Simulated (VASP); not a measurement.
Write the native input for VASP 6.6.1 that does the following.

| Property | Result |
| --- | --- |
| Task | single point |
| Functional | LDA |
| Potentials or basis | VASP PAW LDA potentials, release 64 (O_h) |
| Cutoff | 1000 eV |
| k mesh | 1 × 1 × 1 |
| Occupations | fermi-dirac, width 0.05 eV |
| Spin | collinear spin, ferromagnetic start |
| Starting moments | [1.0, 1.0, 1.0, 1.0, 1.0, 1.0, 1.0, 1.0, 1.0, 1.0, 1.0, 1.0, 1.0, 1.0, 1.0, 1.0, 1.0, 1.0, 1.0, 1.0] μB |
| Dipole correction | no |
| Further INCAR settings | LREAL = Auto; ALGO = Normal; EDIFF = 1e-06; NBANDS = 80 |

The structure of O lies in POSCAR:

```
O
1.0
    7.2176520000      0.0000000000      0.0000000000
    0.0000000000      7.2176520000      0.0000000000
    0.0000000000      0.0000000000      7.2176520000
O
20
Direct
    0.5481006843      0.7129049724      0.3351782546
    0.6372571024      0.7477778092      0.4696264104
    0.7454363275      0.6710076906      0.9047540668
    0.6910557616      0.5676638331      1.0305428968
    0.2350487388      0.2156934139      0.8692854685
    0.0885190918      0.1390341346      0.8559570342
    0.4108399795      1.0112845563      0.5376540737
    0.2589346231      1.0592087288      0.4928749682
    0.7986253701      0.0503764936      0.3413298397
    0.9378396188      0.0041841862      0.2702679486
    1.1034197825      0.6584966967      0.7486368143
    1.2635272524      0.6684306752      0.7079864754
    0.6573744481      0.3459850932      0.6232636320
    0.6462628013      0.3545751444      0.7847011743
    0.1828988153      0.3892817221      0.4763321922
    0.0277375523      0.3202565045      0.4843126269
    0.4029011097      1.0138892814      0.1676029822
    0.5158464276      1.0072389192      0.0483259653
    0.2073943160      0.5920900592      0.1914888665
    0.0645362231      0.6358439005      0.1128344786
```

The input as run:

INCAR

```
SYSTEM = O
  PREC = Accurate
  ENCUT = 1000
  EDIFF = 1E-6
  ISMEAR = -1
  SIGMA = 0.05
  LREAL = Auto
  LASPH = .True.
  NELM = 200
  ALGO = Normal
  ISIF = 2
  LWAVE = .False.
  LCHARG = .False.
  ISPIN = 2
  MAGMOM = 1 1 1 1 1 1 1 1 1 1 1 1 1 1 1 1 1 1 1 1
  LORBIT = 11
  GGA = CA
  NBANDS = 80
  GGA_COMPAT = .False.
```

KPOINTS

```
Automatic mesh
0
Gamma
  1 1 1
  0 0 0
```

Potentials or basis: VASP PAW LDA potentials, release 64 (O_h).

Command:

```console
$ cat potpaw_LDA.64/O_h/POTCAR > POTCAR
$ mpirun -np 1 vasp_gam > vasp.out
```

Results of the run:

```
Pressure                                              : 1.8 GPa
Largest force                                         : 3.297 eV/Å
Net moment                                            : 20.00 μB per cell
Site moments                                          : O +0.62, +0.61, +0.63 (each value once) μB
Valence electrons inside the program's atomic spheres : O 3.32, 3.31, 3.28, 3.33, 3.34, 3.29, 3.30 (each value once)
```

Caveat: the k points lie up to 0.87 Å⁻¹ apart, too coarse for converged energies, forces and pressures; the atoms stand as in a frame of molecular dynamics.

Wall time 4.2 min on 1 thread of Intel(R) Xeon(R) Platinum 8259CL CPU @ 2.50GHz (Skylake/Cascade Lake), on a shared host, peak memory 0.77 GiB.
